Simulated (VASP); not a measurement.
**CuI: single point with r2SCAN+D3(BJ)**

Crystal: CuI.

```
I Cu
1.0
     0.00000    3.03150    3.03150
     3.03150    0.00000    3.03150
     3.03150    3.03150    0.00000
I Cu
1 1
Cartesian
  0.0000 0.0000 0.0000
  4.5473 4.5473 4.5473
```

| Item | Value |
| --- | --- |
| Program | VASP 6.6.1 |
| Task | single point |
| Functional | r2SCAN |
| Dispersion | D3(BJ) |
| Potentials or basis | VASP PAW PBE potentials, release 64 (I, Cu) |
| Cutoff | 520 eV |
| k mesh | 8 × 8 × 8 |
| Occupations | gaussian, width 0.01 eV |
| Spin | non-collinear spin, zero start, spin-orbit coupling |
| Starting moments | [[0.0, 0.0, 0.0], [0.0, 0.0, 0.0]] μB |
| Dipole correction | no |
| Further INCAR settings | ALGO = Normal; EDIFF = 1e-06; NBANDS = 30 |

```
Pressure                                              : -1.7 GPa
Net moment                                            : 0.00 μB per cell
Valence electrons inside the program's atomic spheres : I 4.36; Cu 9.95
Dispersion energy per atom                            : -0.164 eV
```

Moments on the atoms (μB; x, y, z):
```
I   0.00 0.00 0.00
Cu  0.00 0.00 0.00
```

It took 9.2 min on 1 thread of AMD EPYC 9R45 96-Core Processor (Zen 5) (shared host), peak memory 0.41 GiB.

Caveat: three body term missing; the PAW data sets were made with another functional, which shifts forces and pressure a little.
